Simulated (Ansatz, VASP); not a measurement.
## One calculation of Sn3GeSe, two programs

INCAR

```
SYSTEM = Sn3GeSe
ALGO = Normal ; EDIFF = 1E-6
EDIFFG = -0.01 ; ENCUT = 600
GGA = PE ; IBRION = 2
ISIF = 3 ; ISMEAR = 0
LASPH = .True. ; LCHARG = .False.
LREAL = .False. ; LWAVE = .False.
NELM = 60 ; NSW = 100
PREC = Accurate ; SIGMA = 0.1
```

The input KPOINTS:

```
k-points
0
Gamma
  8 8 8
  0 0 0
```

Contents of POSCAR:

```
Sn3GeSe
1.0
    5.3977249831      0.0000000000      0.0000000000
    0.0000000000      5.3977249831      0.0000000000
    0.0000000000      0.0000000000      5.3977249831
Sn Ge Se
3 1 1
Direct
    0.5000000000      0.0000000000      0.0000000000
    0.0000000000      0.5000000000      0.0000000000
    0.0000000000      0.0000000000      0.5000000000
    0.0000000000      0.0000000000      0.0000000000
    0.5000000000      0.5000000000      0.5000000000
```

Input for Ansatz:

```yaml
crystal:
  lattice:
    - [5.3977249831, 0.0, 0.0]
    - [0.0, 5.3977249831, 0.0]
    - [0.0, 0.0, 5.3977249831]
  atoms:
    - { symbol: Sn, position: [0.5, 0.0, 0.0] }
    - { symbol: Sn, position: [0.0, 0.5, 0.0] }
    - { symbol: Sn, position: [0.0, 0.0, 0.5] }
    - { symbol: Ge, position: [0.0, 0.0, 0.0] }
    - { symbol: Se, position: [0.5, 0.5, 0.5] }
basis:
  ecutwfc: 420
kpoints:
  mp_grid: { grid: [8, 8, 8] }
hamiltonian:
  xc: pbe
scf:
  occupations: { method: gaussian, width: 0.1 }
output:
  forces: true
  stress: true
  eigenvalues: true
  write_density: true
  write_potential: true
  elf: true
  volumetric_format: npy
relax:
  adjacent_minimum: "off"
  f_tol: 0.01
  max_steps: 80
  cell: { stress_tol: 0.05 }
```

Alike in both runs: task relaxation of cell and atoms; functional PBE; k mesh 8 × 8 × 8; occupations gaussian, width 0.1 eV; no spin polarisation.

|  | VASP | Ansatz |
| --- | --- | --- |
| version | VASP 6.6.1 | Ansatz 0.2.0 |
| potentials or method | VASP PAW PBE potentials, release 64 (Sn_d, Ge_d, Se), cutoff 600 eV | scalar-relativistic, plane waves, PAW |
| valence electrons in the cell | 62 | 72 |

Ansatz gave:

```
gap on the k mesh at the Fermi level, each at its own relaxed structure (eV) : none
relaxed volume (Å³/atom)                                                     : 31.62
relaxed cell length with the largest relative difference (Å)                 : 5.407
```

Task: Estimate VASP's values.

Result: gap on the k mesh at the Fermi level, each at its own relaxed structure (eV): none; relaxed volume (Å³/atom): 31.64; relaxed cell length with the largest relative difference (Å): 5.408.

A gap of «none» marks a metal or a gap that the smearing closes. VASP's potentials hold 62 valence electrons a cell and Ansatz's 72, so a difference there can come from the potentials and not from the codes.
